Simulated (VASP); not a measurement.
Runs of VASP 6.6.1 on CuO. The structure is that of space group P4_2/mmc (No. 131), or close to it. The cells are those of the table. 

```csv
level,potentials or basis,U,cell,cutoff (eV),gap on the mesh (eV),pressure (GPa)
PBE,"VASP PAW PBE potentials, release 64 (Cu_sv_GW, O_h)",-,"a = 2.931, b = 2.931, c = 5.143 Å, angles 90.0, 90.0, 90.2°, 4 atoms",1340,none,1.9
r2SCAN+D3(BJ),"VASP PAW PBE potentials, release 64 (Cu_sv_GW, O)",-,"a = 2.878, b = 2.878, c = 5.119 Å, angles 90.0, 90.0, 90.2°, 4 atoms",900,none,-0.2
r2SCAN,"VASP PAW PBE potentials, release 64 (Cu_sv_GW, O)",-,"a = 2.895, b = 2.895, c = 5.123 Å, angles 90.0, 90.0, 90.2°, 4 atoms",900,none,-0.2
PBEsol+U,"VASP PAW PBE potentials, release 64 (Cu_sv_GW, O)",Cu d U = 4.0 eV,"a = 2.907, b = 2.907, c = 5.111 Å, angles 90.0, 90.0, 90.4°, 4 atoms",820,none,-3.2
BLYP+D3(BJ),"VASP PAW PBE potentials, release 64 (Cu, O)",-,"a = 2.912, b = 2.912, c = 5.178 Å, angles 90.0, 90.0, 90.3°, 4 atoms",520,none,(a)
PBEsol,"VASP PAW PBE potentials, release 64 (Cu_sv_GW, O)",-,"a = 2.896, b = 2.896, c = 5.089 Å, angles 90.0, 90.0, 90.2°, 4 atoms",820,none,-0.8
```

Alike in all rows: task single point; no spin polarisation; k mesh 9 × 9 × 5; smearing fermi-dirac 0.05 eV.

Question: Estimate the missing entries.

Answer: (a) 0.9.

Caveats: semilocal functionals often make such compounds metallic where correlation or magnetic order opens a gap, which also shifts bond lengths (at least some runs); the PAW data sets were made with another functional, which shifts forces and pressure a little (at least some runs); the cell stands under tension (at least some runs); U without spin polarisation on a metal has little footing (at least some runs).

A gap of «none» marks levels without a gap at the run's occupations.

The runs don't all hold the same shells in valence.
